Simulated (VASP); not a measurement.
**Rb: single point with r2SCAN**

Rb:

```
Rb
1.0
    -2.86772    2.86772    2.86772
     2.86772   -2.86772    2.86772
     2.86772    2.86772   -2.86772
Rb
1
Direct
  0.00000 0.00000 0.00000
```

- Program: VASP 6.6.1
- Task: single point
- Functional: r2SCAN
- Potentials or basis: VASP PAW PBE potentials, release 64 (Rb_sv)
- Cutoff: 520 eV
- k mesh: 8 × 8 × 8
- Occupations: methfessel-paxton, width 1 eV
- Spin: no spin polarisation
- Dipole correction: no
- Further INCAR settings: ALGO = Normal; EDIFF = 1e-06; NBANDS = 10

The pressure is 0.0 GPa and the band gap on the k mesh is zero (an odd number of electrons rules out a gap without spin polarisation).

Levels at points of the mesh, in eV from the Fermi level:
```tsv
k point	band 1	band 2	band 3	band 4	band 5	band 6	band 7	band 8	band 9
(0.00, 0.00, 0.00)	-30.11	-13.60	-13.60	-13.60	-2.06	4.06	4.06	4.06	5.02
(0.50, 0.00, 0.00)	-30.11	-13.69	-13.63	-13.61	0.34	0.68	2.85	4.71	5.41
(0.50, 0.50, 0.50)	-30.11	-13.67	-13.67	-13.67	1.33	1.33	3.41	3.41	3.41
```

It took 3 min on 1 thread of Intel Xeon 8259CL (shared host), peak memory 0.25 GiB.

Caveat: so wide a smearing shifts energies and pressures; the PAW data sets were made with another functional, which shifts forces and pressure a little.
